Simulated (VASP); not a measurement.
A run of VASP 6.6.1:

The input INCAR:

```
  PREC = Accurate
  ENCUT = 520
  EDIFF = 1E-6
  ISMEAR = 0
  SIGMA = 0.1
  LREAL = F
  LASPH = T
  NELM = 150
  ALGO = Normal
  ISIF = 2
  LWAVE = F
  LCHARG = F
  ISPIN = 2
  MAGMOM = 0 0.43
  LORBIT = 11
  LMAXMIX = 4
  GGA = PE
  NBANDS = 26
```

KPOINTS

```
regular mesh
0
Gamma
  16 16 16
```

POSCAR

```
BiRu
1.0
    3.3946184302      0.0000000000      0.0000000000
    0.0000000000      3.3946184302      0.0000000000
    0.0000000000      0.0000000000      3.3946184302
Bi Ru
1 1
Direct
    0.0000000000      0.0000000000      0.0000000000
    0.5000000000      0.5000000000      0.5000000000
```

Potentials or basis: VASP PAW PBE potentials, release 64 (Bi_d, Ru_pv).

Launch:

```console
$ cat potpaw_PBE.64/Bi_d/POTCAR potpaw_PBE.64/Ru_pv/POTCAR > POTCAR
$ mpirun -np 1 vasp_std > vasp.out
```

Hardware: 1 thread of AMD EPYC 7R13 Processor (Zen 3), with other jobs on the host.

**Question.** How long does it take, and how much memory?

**Answer.** It took 2.9 min on 1 thread of AMD EPYC 7R13 Processor (Zen 3), with other jobs on the host, peak memory 0.33 GiB. Counts: scf iterations 12, k points 165.
